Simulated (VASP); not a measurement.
# AlN (P6_3mc) in VASP: further runs, part 2 of 3

VASP 6.6.1. The steps go on from the part before.

## 4. Single point, PBE

This run uses another cell than the first one, of 10.65 Å³/atom, 1.064 times its volume.

Input file INCAR:

```
PREC     = Accurate       # precision mode
ENCUT    = 520            # plane-wave cutoff, eV
EDIFF    = 1E-6           # SCF threshold, eV
ISMEAR   = 0              # smearing method
SIGMA    = 0.01           # smearing width, eV
LREAL    = False          # projectors in reciprocal space
LASPH    = True           # aspherical terms in the spheres
NELM     = 100            # most SCF steps
ALGO     = Normal         # electronic algorithm
ISIF     = 2              # what is computed and relaxed
LWAVE    = False          # write WAVECAR
LCHARG   = False          # write CHGCAR
GGA      = PE             # functional
NBANDS   = 16             # bands
```

Input file KPOINTS:

```
Automatic mesh
0
Gamma
  9 9 4
```

Input file POSCAR:

```
AlN
1.0
    3.1302469296      0.0000000000      0.0000000000
   -1.5651234648      2.7108733611      0.0000000000
    0.0000000000      0.0000000000      5.0179926450
Al N
2 2
Direct
    0.3333333333      0.6666666667     -0.0007707944
    0.6666666667      0.3333333333      0.4992292056
    0.3333333333      0.6666666667      0.3807707944
    0.6666666667      0.3333333333      0.8807707944
```

Potentials or basis: VASP PAW PBE potentials, release 64 (Al, N).

Run with:

```sh
cat potpaw_PBE.64/Al/POTCAR potpaw_PBE.64/N/POTCAR > POTCAR
mpirun -np 1 vasp_std > vasp.out
```

OUTCAR:

```text
PREC = Accurate
   ENCUT = 520
   EDIFF = 1E-6
   ISMEAR = 0
   LREAL = False
   LASPH = True
   NELM = 100
   ISIF = 2
   GGA = PE

 ion  position               nearest neighbor table
   1  0.333  0.667  0.999-   4 1.90   4 1.90   4 1.90   3 1.91   2 3.09   2 3.09   2 3.09   2 3.09
                             2 3.09   2 3.09
   2  0.667  0.333  0.499-   3 1.90   3 1.90   3 1.90   4 1.91   1 3.09   1 3.09   1 3.09   1 3.09
                             1 3.09   1 3.09
   3  0.333  0.667  0.381-   2 1.90   2 1.90   2 1.90   1 1.91
   4  0.667  0.333  0.881-   1 1.90   1 1.90   1 1.90   2 1.91

  LATTYP: Found a hexagonal cell.
 ALAT       =     3.1302469296
 C/A-ratio  =     1.6030660705

  Lattice vectors:

 A1 = (   3.1302469296,   0.0000000000,   0.0000000000)
 A2 = (  -1.5651234648,   2.7108733611,   0.0000000000)
 A3 = (   0.0000000000,   0.0000000000,   5.0179926450)

Analysis of symmetry for initial positions (statically):
=====================================================================
 Subroutine PRICEL returns:
 Original cell was already a primitive cell.

 Routine SETGRP: Setting up the symmetry group for a
 hexagonal supercell.

 Subroutine GETGRP returns: Found 12 space group operations
 (whereof  6 operations were pure point group operations)
 out of a pool of 24 trial point group operations.

The static configuration has the point symmetry C_3v.
 The point group associated with its full space group is C_6v.

Analysis of symmetry for dynamics (positions and initial velocities):
=====================================================================
 Subroutine PRICEL returns:
 Original cell was already a primitive cell.

 Routine SETGRP: Setting up the symmetry group for a
 hexagonal supercell.

 Subroutine GETGRP returns: Found 12 space group operations
 (whereof  6 operations were pure point group operations)
 out of a pool of 24 trial point group operations.

The dynamic configuration has the point symmetry C_3v.
 The point group associated with its full space group is C_6v.

 Subroutine INISYM returns: Found 12 space group operations
 (whereof  6 operations are pure point group operations),
 and found     1 'primitive' translations

----------------------------------------------------------------------------------------

                                     Primitive cell

  volume of cell :      42.5812

  direct lattice vectors                    reciprocal lattice vectors
     3.130246930  0.000000000  0.000000000     0.319463615  0.184442404  0.000000000
    -1.565123465  2.710873361  0.000000000     0.000000000  0.368884808  0.000000000
     0.000000000  0.000000000  5.017992645     0.000000000  0.000000000  0.199282875

  length of vectors
     3.130246930  3.130246930  5.017992645     0.368884808  0.368884808  0.199282875

  position of ions in fractional coordinates (direct lattice)
     0.333333333  0.666666667  0.999229206
     0.666666667  0.333333333  0.499229206
     0.333333333  0.666666667  0.380770794
     0.666666667  0.333333333  0.880770794

  ion indices of the primitive-cell ions
   primitive index   ion index
                 1           1
                 2           2
                 3           3
                 4           4

----------------------------------------------------------------------------------------

 KPOINTS: Automatic mesh

Automatic generation of k-mesh.
 Grid dimensions read from file:
 generate k-points for:    9    9    4

 Generating k-lattice:

  Cartesian coordinates                     Fractional coordinates (reciprocal lattice)
     0.035495957  0.020493600  0.000000000     0.111111111  0.000000000  0.000000000
     0.000000000  0.040987201  0.000000000     0.000000000  0.111111111  0.000000000
     0.000000000  0.000000000  0.049820719     0.000000000  0.000000000  0.250000000

  Length of vectors
     0.040987201  0.040987201  0.049820719

  Shift w.r.t. Gamma in fractional coordinates (k-lattice)
     0.000000000  0.000000000  0.000000000

 Subroutine IBZKPT returns following result:
 ===========================================

 Found     36 irreducible k-points:

 Following reciprocal coordinates:
            Coordinates               Weight
  0.000000  0.000000  0.000000      1.000000
  0.111111  0.000000  0.000000      6.000000
  0.222222  0.000000  0.000000      6.000000
  0.333333 -0.000000  0.000000      6.000000
  0.444444  0.000000  0.000000      6.000000
  0.111111  0.111111  0.000000      6.000000
[... 16 lines left out ...]
  0.333333  0.222222  0.250000     24.000000
  0.333333  0.333333  0.250000      4.000000
 [... further k-points ...]
   k-points           NKPTS =     36   k-points in BZ     NKDIM =     36   number of bands    NBANDS=     16
   number of dos      NEDOS =    301   number of ions     NIONS =      4
   total plane-waves  NPLWV =  23040
   dimension x,y,z NGX =    24 NGY =   24 NGZ =   40
   dimension x,y,z NGXF=    48 NGYF=   48 NGZF=   80
   ions per type =               2   2
   NGX,Y,Z   is equivalent  to a cutoff of  12.75, 12.75, 13.25 a.u.
   NGXF,Y,Z  is equivalent  to a cutoff of  25.49, 25.49, 26.50 a.u.
 SYSTEM =  unknown system
   PREC   = accura    normal or accurate (medium, high low for compatibility)
   ISTART =      0    job   : 0-new  1-cont  2-samecut
   ICHARG =      2    charge: 1-file 2-atom 10-const
   ISPIN  =      1    spin polarized calculation?
   LNONCOLLINEAR =      F non collinear calculations
   LSORBIT =      F    spin-orbit coupling
   LASPH  =      T    aspherical Exc in radial PAW
   ENCUT  =  520.0 eV  38.22 Ry    6.18 a.u.   5.82  5.82  9.33*2*pi/ulx,y,z
   NELM   =    100;   NELMIN=  2; NELMDL= -5     # of ELM steps
   EDIFF  = 0.1E-05   stopping-criterion for ELM
   LREAL  =      F    real-space projection
   EDIFFG = 0.1E-04   stopping-criterion for IOM
   NSW    =      0    number of steps for IOM
   IBRION =     -1    ionic relax: 0-MD 1-quasi-New 2-CG
   NFREE  =      0    steps in history (QN), initial steepest desc. (CG)
   ISIF   =      2    stress and relaxation
   ISYM   =      2    0-nonsym 1-usesym 2-fastsym
   POTIM  = 0.5000    time-step for ionic-motion
   TEBEG  =    0.0;   TEEND  =   0.0 temperature during run
   PSTRESS=    0.0 pullay stress
   NELECT =      16.0000    total number of electrons
   NUPDOWN=      -1.0000    fix difference up-down
   EMIN   =  10.00;   EMAX   =-10.00  energy-range for DOS
   EFERMI =   0.00;   METHOD = LEGACY
   ISMEAR =     0;   SIGMA  =   0.01  broadening in eV -4-tet -1-fermi 0-gaus
   EFERMI_NEDOS =   21; number of points for ismear=-14 and -15
   IALGO  =     38    algorithm
   IMIX   =      4    mixing-type and parameters
     AMIX     =   0.40;   BMIX     =  1.00
     AMIX_MAG =   1.60;   BMIX_MAG =  1.00
  volume/ion in A,a.u.               =      10.65        71.84
  Fermi-wavevector in a.u.,A,eV,Ry     =   1.181342  2.232412 18.987859  1.395568
  Thomas-Fermi vector in A             =   2.317617
   LORBIT       =      0    0 simple, 1 ext, 2 COOP (PROOUT), +10 PAW based schemes
   GGA     = PE    functional components
   LHFCALC =     F    Hartree Fock is set to
   AEXX    =    0.0000 exact exchange contribution
   IVDW    =     0    specifies the selected vdW correction
   LEPSILON=     F    determine dielectric tensor
   LRPA    =     F    only Hartree local field effects (RPA)
 non-spin polarized calculation
 Gauss-broadening in eV      SIGMA  =   0.01
  energy-cutoff  :      520.00
  volume of cell :       42.58
 maximum number of plane-waves:      1170
 NGX is ok and might be reduce to    24
   NGX = 11   NGY = 11   NGZ = 19

 number of electron      15.9999998 magnetization

 Free energy of the ion-electron system (eV)
  ---------------------------------------------------
  ext. energy  EPLUGINS =         0.00000000
  ---------------------------------------------------
  free energy    TOTEN  =       -29.78051293 eV

  energy without entropy =      -29.78051293  energy(sigma->0) =      -29.78051293

 E-fermi :   6.0360     XC(G=0): -10.8268

 val. band max:        5.9641575432   @ k =   0.0000   0.0000   0.0000
 cond. band min:      10.0072842855   @ k =   0.0000   0.0000   0.0000
 fundamental gap:      4.0431267423
 Fermi energy:         6.0360224222

 k-point     1 :       0.0000    0.0000    0.0000
  band No.  band energies     occupation
      1      -9.1033      2.00000
      2      -7.0206      2.00000
      3       0.0588      2.00000
      4       5.1187      2.00000
      5       5.1187      2.00000
      6       5.7613      2.00000
[... 433 lines left out ...]
      3       1.4880      2.00000
      4       1.5731      2.00000
      5       1.5731      2.00000
      6       3.0732      2.00000
[... 8 lines left out ...]
     15      18.9446      0.00000
     16      21.1476      0.00000

 [... further k-points ...]
[... 5 lines left out ...]
  --------------------------------------------------------------------------------------
  -------------------------------------------------------------------------------------
  Total       -0.0733887     -0.0733887     -0.0572542      0.0000000      0.0000000     -0.0000000
  in kB       -2.7613548     -2.7613548     -2.1542687      0.0000000      0.0000000     -0.0000000
  external PRESSURE =      -2.5589927 kB  Pullay stress =       0.0000000 kB

 VOLUME and BASIS-vectors are now :
 -----------------------------------------------------------------------------
  energy-cutoff  :      520.00
  volume of cell :       42.58
      direct lattice vectors                 reciprocal lattice vectors
     3.130246930  0.000000000  0.000000000     0.319463615  0.184442404  0.000000000
    -1.565123465  2.710873361  0.000000000     0.000000000  0.368884808  0.000000000
     0.000000000  0.000000000  5.017992645     0.000000000  0.000000000  0.199282875

 POSITION                                       TOTAL-FORCE (eV/Angst)
 -----------------------------------------------------------------------------------
     -0.00000      1.80725      5.01412        -0.000000     -0.000000      0.000717
      1.56512      0.90362      2.50513        -0.000000      0.000000      0.000717
     -0.00000      1.80725      1.91071        -0.000000      0.000000     -0.000717
      1.56512      0.90362      4.41970         0.000000     -0.000000     -0.000717
 -----------------------------------------------------------------------------------
    total drift:                               -0.000000     -0.000000      0.000505

  FREE ENERGIE OF THE ION-ELECTRON SYSTEM (eV)
  ---------------------------------------------------
  free  energy   TOTEN  =       -29.7805129275 eV

  energy  without entropy=      -29.7805129275  energy(sigma->0) =      -29.78051293
```

Wall time 25 s (1 thread of Intel Xeon Platinum 8259CL at 2.50GHz (Skylake/Cascade Lake), shared host); peak memory 0.16 GiB.

What came out:

```yaml
Free_energy: -29.7805 eV
Pressure: -0.3 GPa
Band_gap_on_the_k_mesh: 4.04 eV, direct
```

Levels at points of the mesh, in eV from the valence-band top:
```
           k point  band 6  band 7  band 8  band 9  band 10  band 11
(0.00, 0.00, 0.00)   -0.20   -0.20    0.00    4.04     6.51    10.46
(0.00, 0.00, 0.50)   -0.53   -0.53   -0.53    6.31     6.31    10.16
```

(Part 2 of 3 ends here.)
